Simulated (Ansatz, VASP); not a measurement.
One calculation of Ti, two programs

```
Ti
1.0
     2.95000    0.00000    0.00000
    -1.47500    2.55477    0.00000
     0.00000    0.00000    4.68460
Ti
2
Direct
  0.33333 0.66667 0.75000
  0.66667 0.33333 0.25000
```

Alike in both runs: task relaxation of cell and atoms; functional PBE; k mesh 16 × 16 × 10; occupations gaussian, width 0.05 eV; no spin polarisation.

|  | VASP | Ansatz |
| --- | --- | --- |
| version | VASP 6.6.1 | Ansatz 0.2.0 |
| potentials or method | VASP PAW PBE potentials, release 64 (Ti_sv), cutoff 600 eV | scalar-relativistic, plane waves, PAW |
| valence electrons in the cell | 24 | 24 |

```csv
,VASP,Ansatz,Ansatz less VASP
relaxed volume (Å³/atom),17.36,17.38,+0.028
relaxed length of the cell vector where the two differ most in proportion (Å),4.644,4.647,+0.0031
```
